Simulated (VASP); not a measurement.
# C (Fm-3m) in VASP: relaxation of cell and atoms with LDA

Aim: the relaxation of cell and atoms of C with LDA.

All numbers are computed with VASP 6.6.1; they aren't measurements. Logs are shortened: lines on timing, memory, paths and dates and some standing lists are left out, and cuts for length are marked.

### Step 1. The cell of the first run

The structure is cubic, space group Fm-3m (No. 225). The conventional cell has a = 2.906 Å, b = 2.906 Å, c = 2.906 Å, α = 90.00°, β = 90.00°, γ = 90.00°. Within 2.7 Å of C (site symmetry m-3m) lie 12 C at 2.05 Å.

### Step 2. Relaxation of cell and atoms, LDA, target pressure 24 GPa, at which the enthalpy is minimised

INCAR reads:

```
SYSTEM = C
PREC = Accurate
ENCUT = 600
EDIFF = 1E-7
ISMEAR = -1
SIGMA = 0.1
LREAL = .False.
LASPH = .True.
NELM = 80
ALGO = Normal
ISIF = 3
LWAVE = .False.
LCHARG = .False.
GGA = CA
IBRION = 2
NSW = 32
EDIFFG = -0.005
PSTRESS = 240.0
```

KPOINTS reads:

```
Automatic mesh
0
Gamma
  23 23 23
  0 0 0
```

POSCAR reads:

```
C
1.0
    0.0000000000      1.4528118388      1.4528118388
    1.4528118388      0.0000000000      1.4528118388
    1.4528118388      1.4528118388      0.0000000000
C
1
Direct
    0.0000000000      0.0000000000      0.0000000000
```

Potentials or basis: VASP PAW LDA potentials, release 64 (C).

Launch:

```bash
cat potpaw_LDA.64/C/POTCAR > POTCAR
mpirun -np 1 vasp_std > vasp.out
```

OUTCAR:

```text
SYSTEM = C
   PREC = Accurate
   ENCUT = 600
   EDIFF = 1E-7
   ISMEAR = -1
   LREAL = .False.
   LASPH = .True.
   NELM = 80
   ISIF = 3
   GGA = CA
   IBRION = 2
   NSW = 32
   EDIFFG = -0.005
   PSTRESS = 240.0

 ion  position               nearest neighbor table
   1  0.000  0.000  0.000-

  LATTYP: Found a face centered cubic cell.
 ALAT       =     2.9056236776

  Lattice vectors:

 A1 = (   0.0000000000,   1.4528118388,   1.4528118388)
 A2 = (   1.4528118388,   0.0000000000,   1.4528118388)
 A3 = (   1.4528118388,   1.4528118388,   0.0000000000)

Analysis of symmetry for initial positions (statically):
=====================================================================
 Subroutine PRICEL returns:
 Original cell was already a primitive cell.

 Routine SETGRP: Setting up the symmetry group for a
 face centered cubic supercell.

 Subroutine GETGRP returns: Found 48 space group operations
 (whereof 48 operations were pure point group operations)
 out of a pool of 48 trial point group operations.

The static configuration has the point symmetry O_h .

Analysis of symmetry for dynamics (positions and initial velocities):
=====================================================================
 Subroutine PRICEL returns:
 Original cell was already a primitive cell.

 Routine SETGRP: Setting up the symmetry group for a
 face centered cubic supercell.

 Subroutine GETGRP returns: Found 48 space group operations
 (whereof 48 operations were pure point group operations)
 out of a pool of 48 trial point group operations.

The dynamic configuration has the point symmetry O_h .

 Subroutine INISYM returns: Found 48 space group operations
 (whereof 48 operations are pure point group operations),
 and found     1 'primitive' translations

----------------------------------------------------------------------------------------

                                     Primitive cell

  volume of cell :       6.1328

  direct lattice vectors                    reciprocal lattice vectors
     0.000000000  1.452811839  1.452811839    -0.344160191  0.344160191  0.344160191
     1.452811839  0.000000000  1.452811839     0.344160191 -0.344160191  0.344160191
[... 89 lines left out ...]
   ISIF   =      3    stress and relaxation
   ISYM   =      2    0-nonsym 1-usesym 2-fastsym
   POTIM  = 0.5000    time-step for ionic-motion
   TEBEG  =    0.0;   TEEND  =   0.0 temperature during run
   PSTRESS=  240.0 pullay stress
   NELECT =       4.0000    total number of electrons
   NUPDOWN=      -1.0000    fix difference up-down
   EMIN   =  10.00;   EMAX   =-10.00  energy-range for DOS
   EFERMI =   0.00;   METHOD = LEGACY
   ISMEAR =    -1;   SIGMA  =   0.10  broadening in eV -4-tet -1-fermi 0-gaus
   EFERMI_NEDOS =   21; number of points for ismear=-14 and -15
   IALGO  =     38    algorithm
   IMIX   =      4    mixing-type and parameters
     AMIX     =   0.40;   BMIX     =  1.00
     AMIX_MAG =   1.60;   BMIX_MAG =  1.00
  volume/ion in A,a.u.               =       6.13        41.39
  Fermi-wavevector in a.u.,A,eV,Ry     =   1.419740  2.682919 27.424739  2.015661
  Thomas-Fermi vector in A             =   2.540729
   LORBIT       =      0    0 simple, 1 ext, 2 COOP (PROOUT), +10 PAW based schemes
   GGA     = CA    functional components
   LHFCALC =     F    Hartree Fock is set to
   AEXX    =    0.0000 exact exchange contribution
   IVDW    =     0    specifies the selected vdW correction
   LEPSILON=     F    determine dielectric tensor
   LRPA    =     F    only Hartree local field effects (RPA)
 conjugate gradient relaxation of ions
 non-spin polarized calculation
  energy-cutoff  :      600.00
  volume of cell :        6.13
 maximum number of plane-waves:       212
   NGX =  9   NGY =  9   NGZ =  9

--------------------------------------- Ionic step        1  -------------------------------------------

 number of electron       4.0000000 magnetization

 Free energy of the ion-electron system (eV)
  ---------------------------------------------------
  ext. energy  EPLUGINS =         0.00000000
  ---------------------------------------------------
  free energy    TOTEN  =        -5.47164779 eV

  energy without entropy =       -5.46069330  energy(sigma->0) =       -5.46617055

------------------------ aborting loop because EDIFF is reached ----------------------------------------

  FORCE on cell =-STRESS in cart. coord.  units (eV):
  Direction    XX          YY          ZZ          XY          YZ          ZX
  --------------------------------------------------------------------------------------
  -------------------------------------------------------------------------------------
  Total        0.9357542      0.9357542      0.9357542      0.0000000      0.0000000      0.0000000
  in kB      244.4636270    244.4636270    244.4636270      0.0000000      0.0000000      0.0000000
  external PRESSURE =       4.4636270 kB  Pullay stress =     240.0000000 kB
[... 61 lines left out ...]
--------------------------------------- Ionic step        3  -------------------------------------------

 number of electron       4.0000000 magnetization

 Free energy of the ion-electron system (eV)
  ---------------------------------------------------
  ext. energy  EPLUGINS =         0.00000000
  ---------------------------------------------------
  free energy    TOTEN  =        -5.47327668 eV

  energy without entropy =       -5.46232229  energy(sigma->0) =       -5.46779948

 E-fermi :  10.1979     XC(G=0): -13.6275

 val. band max:       10.1973941329   @ k =  -0.1739   0.3043   0.1304
 cond. band min:      10.2111221419   @ k =  -0.4783   0.3913   0.1304
 fundamental gap:      0.0137280089
 Fermi energy:        10.1979146263

 k-point     1 :       0.0000    0.0000    0.0000
  band No.  band energies     occupation
      1     -10.9198      2.00000
      2      19.4257      0.00000
      3      19.4257      0.00000
      4      19.4257      0.00000
      5      42.5931      0.00000
      6      42.5931      0.00000
[... 199 lines left out ...]
 k-point    24 :      -0.4783    0.0435    0.0000
  band No.  band energies     occupation
      1      -0.3902      2.00000
      2       0.4822      2.00000
      3      17.0962      0.00000
      4      17.2800      0.00000
      5      37.8733      0.00000
      6      38.3543      0.00000

 [... further k-points ...]

------------------------ aborting loop because EDIFF is reached ----------------------------------------

  FORCE on cell =-STRESS in cart. coord.  units (eV):
  Direction    XX          YY          ZZ          XY          YZ          ZX
  --------------------------------------------------------------------------------------
  -------------------------------------------------------------------------------------
  Total        0.9202323      0.9202323      0.9202323      0.0000000      0.0000000      0.0000000
  in kB      239.9870236    239.9870236    239.9870236      0.0000000      0.0000000      0.0000000
  external PRESSURE =      -0.0129764 kB  Pullay stress =     240.0000000 kB
[... 20 lines left out ...]
  energy  without entropy=       -5.4623222907  energy(sigma->0) =       -5.46779948

  enthalpy is  TOTEN    =        -4.5529946009 eV   P V=        0.9202820765

 reached required accuracy - stopping structural energy minimisation
```

CONTCAR:

```text
C
   1.00000000000000
    -0.0000000000000000    1.4536619950332041    1.4536619950332041
     1.4536619950332041   -0.0000000000000000    1.4536619950332041
     1.4536619950332041    1.4536619950332041    0.0000000000000000
  C
     1
Direct
     0.0000000000000000    0.0000000000000000    0.0000000000000000

  0.00000000E+00  0.00000000E+00  0.00000000E+00
```

Run time: 14 s. Hardware: 1 thread of Intel Xeon 8259CL, shared host; peak memory 0.12 GiB.

Results:

```
Free energy                                                : -5.4733 eV
Relaxed volume                                             : 6.14 Å³/atom
Relaxed cell                                               : a = 2.056 Å, b = 2.056 Å, c = 2.056 Å, α = 60.00°, β = 60.00°, γ = 60.00°
Space group after relaxing (to 0.1 Å)                      : Fm-3m (No. 225)
Energy change on relaxing (the run minimises the enthalpy) : -1.6 meV/atom
Ionic steps                                                : 3
Pressure after relaxing                                    : 24.0 GPa
Band gap on the k mesh                                     : zero (bands 2 and 3 overlap by 12.75 eV)
```

Step by step:
| step | energy change (eV) | largest force (eV/Å) | pressure (GPa) | volume (Å³) |
| --- | --- | --- | --- | --- |
| 1 | 0.0000 | 0.0000 | 24.45 | 6.13 |
| 2 | -0.0023 | 0.0000 | 23.81 | 6.15 |
| 3 | -0.0016 | 0.0000 | 24.00 | 6.14 |

Final structure:
```cif
data_structure
_symmetry_space_group_name_H-M 'P 1'
_symmetry_Int_Tables_number 1
_cell_length_a 2.0558
_cell_length_b 2.0558
_cell_length_c 2.0558
_cell_angle_alpha 60.000
_cell_angle_beta 60.000
_cell_angle_gamma 60.000
_cell_volume 6.14
loop_
_atom_site_label
_atom_site_type_symbol
_atom_site_fract_x
_atom_site_fract_y
_atom_site_fract_z
_atom_site_occupancy
C1 C 0.00000 0.00000 0.00000 1
```

Caveat: the cell is relaxed towards a set pressure, so the run minimises the enthalpy, not the energy.
